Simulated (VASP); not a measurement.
Wanted: the native input for a VASP 6.6.1 run.

```yaml
Task: relaxation of cell and atoms
Functional: LDA
Potentials_or_basis: VASP PAW LDA potentials, release 64 (Cd, Te)
Cutoff: 500 eV
k_mesh: 10 × 10 × 10
Occupations: gaussian, width 0.02 eV
Spin: no spin polarisation
Dipole_correction: no
Further_INCAR_settings: ALGO = Normal; EDIFF = 1e-07; IBRION = 2; EDIFFG = -0.002; NSW = 100; ISIF = 3
```

The structure of CdTe (l) lies in POSCAR:

```
CdTe
1.0
    0.0000000000      3.2821135600      3.2821135600
    3.2821135600      0.0000000000      3.2821135600
    3.2821135600      3.2821135600      0.0000000000
Cd Te
1 1
Direct
    0.0000000000      0.0000000000      0.0000000000
    0.2500000000      0.2500000000      0.2500000000
```

These files were run (other wordings do the same):

INCAR

```
SYSTEM = CdTe
PREC     = Accurate       ! precision mode
ENCUT    = 500            ! plane-wave cutoff, eV
EDIFF    = 1E-7           ! SCF threshold, eV
ISMEAR   = 0              ! smearing method
SIGMA    = 0.02           ! smearing width, eV
LREAL    = .False.        ! projectors in reciprocal space
LASPH    = .True.         ! aspherical terms in the spheres
NELM     = 120            ! most SCF steps
ALGO     = Normal         ! electronic algorithm
ISIF     = 3              ! what is computed and relaxed
LWAVE    = .False.        ! write WAVECAR
LCHARG   = .False.        ! write CHGCAR
IBRION   = 2              ! ionic algorithm
NSW      = 100            ! ionic steps
EDIFFG   = -0.002         ! ionic threshold
GGA_COMPAT= .False.      
NELMIN   = 4
```

KPOINTS

```
regular mesh
0
Gamma
  10 10 10
  0 0 0
```

Potentials or basis: VASP PAW LDA potentials, release 64 (Cd, Te).

Command:

```bash
$ cat potpaw_LDA.64/Cd/POTCAR potpaw_LDA.64/Te/POTCAR > POTCAR
$ mpirun -np 1 vasp_std > vasp.out
```

Results of the run:

| Item | Value |
| --- | --- |
| Relaxed volume | 33.09 Å³/atom |
| Relaxed cell | a = 4.540 Å, b = 4.540 Å, c = 4.540 Å, α = 60.00°, β = 60.00°, γ = 60.00° |
| Space group after relaxing (to 0.05 Å) | F-43m (No. 216) |
| Energy gained by relaxing | 19.5 meV/atom |
| Ionic steps | 3 |
| Pressure after relaxing | 0.0 GPa |
| Band gap on the k mesh | 0.64 eV, direct |

Caveat: spin-orbit coupling is left out, which moves the levels of the heavy elements.

Run time: 2.4 min on 1 thread of Intel Xeon 8259CL, with other jobs on the host, peak memory 0.21 GiB.
